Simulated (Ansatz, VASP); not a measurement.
**One calculation of Ge2Sb2Te5, two programs**

Contents of INCAR:

```
PREC     = Accurate       # precision mode
ENCUT    = 520            # plane-wave cutoff, eV
EDIFF    = 1E-6           # SCF threshold, eV
ISMEAR   = 0              # smearing method
SIGMA    = 0.15           # smearing width, eV
LREAL    = False          # projectors in reciprocal space
LASPH    = True           # aspherical terms in the spheres
NELM     = 80             # most SCF steps
ALGO     = Fast           # electronic algorithm
ISIF     = 2              # what is computed and relaxed
LWAVE    = False          # write WAVECAR
LCHARG   = False          # write CHGCAR
GGA      = PS             # functional
NBANDS   = 44             # bands
```

File KPOINTS:

```
regular mesh
0
Gamma
  11 11 3
```

The input POSCAR:

```
Ge2Sb2Te5
1.0
   -4.2017346381      0.0000000000      0.0000000000
   -2.1008673191     -3.6388089366      0.0000000000
   -3.1513009786     -1.8194044683     17.1060817248
Ge Sb Te
2 2 5
Direct
    0.9148462018      0.9148462018      0.1703075964
   -0.2470462018     -0.2470462018      0.4940924036
   -0.1411137043     -0.1411137043      0.9488940753
    0.3089137043      0.3089137043      0.7155059247
   -0.4161000000     -0.4161000000      0.8322000000
    0.0267042009      0.0267042009      0.6132582649
    0.6410957991      0.6410957991      0.0511417351
    0.2068922465      0.2068922465      0.2528821737
    0.4609077535      0.4609077535      0.4115178263
```

Input for Ansatz:

```yaml
crystal:
  lattice:
    - [-4.2017346381, 0.0, 0.0]
    - [-2.1008673191, -3.6388089366, 0.0]
    - [-3.1513009786, -1.8194044683, 17.1060817248]
  atoms:
    - { symbol: Ge, position: [0.9148462018, 0.9148462018, 0.1703075964] }
    - { symbol: Ge, position: [-0.2470462018, -0.2470462018, 0.4940924036] }
    - { symbol: Sb, position: [-0.1411137043, -0.1411137043, 0.9488940753] }
    - { symbol: Sb, position: [0.3089137043, 0.3089137043, 0.7155059247] }
    - { symbol: Te, position: [-0.4161, -0.4161, 0.8322] }
    - { symbol: Te, position: [0.0267042009, 0.0267042009, 0.6132582649] }
    - { symbol: Te, position: [0.6410957991, 0.6410957991, 0.0511417351] }
    - { symbol: Te, position: [0.2068922465, 0.2068922465, 0.2528821737] }
    - { symbol: Te, position: [0.4609077535, 0.4609077535, 0.4115178263] }
basis:
  ecutwfc: 420
kpoints:
  mp_grid: { grid: [11, 11, 3] }
hamiltonian:
  xc: pbesol
scf:
  occupations: { method: gaussian, width: 0.15 }
output:
  forces: true
  stress: true
  eigenvalues: true
```

Alike in both runs: task single point; functional PBEsol; k mesh 11 × 11 × 3; occupations gaussian, width 0.15 eV; no spin polarisation.

|  | VASP | Ansatz |
| --- | --- | --- |
| version | VASP 6.6.1 | Ansatz 0.2.0 |
| potentials or method | VASP PAW PBE potentials, release 64 (Ge_d, Sb, Te), cutoff 520 eV | scalar-relativistic, plane waves, PAW |
| valence electrons in the cell | 68 | 138 |

```tsv
	VASP	Ansatz	Ansatz less VASP
gap on the k mesh at the Fermi level (eV)	none	none	-
pressure (GPa)	7.5	7.2	-0.24
traceless stress, the component that is largest in VASP (GPa)	9.16	8.93	-0.223
rms of the force components (eV/Å)	4.343	4.217	-0.1263
```

VASP's potentials were made for PBE, not for PBEsol. Atom by atom the forces differ by 0.127 eV/Å (rms over components). A gap of «none» marks a metal or a gap that the smearing closes. VASP's potentials hold 68 valence electrons a cell and Ansatz's 138, so a difference there can come from the potentials and not from the codes.

Spin-orbit coupling is off throughout.
